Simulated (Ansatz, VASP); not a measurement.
# As: VASP beside Ansatz

```
CELL_PARAMETERS angstrom
1.89461 -5.43801 0.00000
1.89461 5.43801 0.00000
0.00000 0.00000 4.18192
ATOMIC_POSITIONS crystal
As 0.11204 0.88796 0.94714
As 0.61204 0.38796 0.55286
As 0.88796 0.11204 0.05286
As 0.38796 0.61204 0.44714
```

Alike in both runs: functional PBEsol; k mesh 6 × 6 × 4; occupations gaussian, width 0.1 eV; no spin polarisation.

Ansatz relaxed the structure, and its values are those at the end. VASP's run is a single point on that final structure, the one shown.

|  | VASP | Ansatz |
| --- | --- | --- |
| version | VASP 6.6.1 | Ansatz 0.2.0 |
| potentials or method | VASP PAW PBE potentials, release 64 (As), cutoff 520 eV | scalar-relativistic, plane waves, PAW |
| valence electrons in the cell | 20 | 60 |

|  | VASP | Ansatz | Ansatz less VASP |
| --- | --- | --- | --- |
| gap on the k mesh at the Fermi level (eV) | 0.12 | 0.12 | 0.000 |
| least direct gap on the mesh (eV) | 0.48 | 0.47 | -0.010 |
| pressure (GPa) | 0.3 | -0.1 | -0.42 |
| rms of the force components (eV/Å) | 0.051 | 0.034 | -0.0173 |

VASP's potentials were made for PBE, not for PBEsol. VASP's potentials hold 20 valence electrons a cell and Ansatz's 60, so a difference there can come from the potentials and not from the codes.
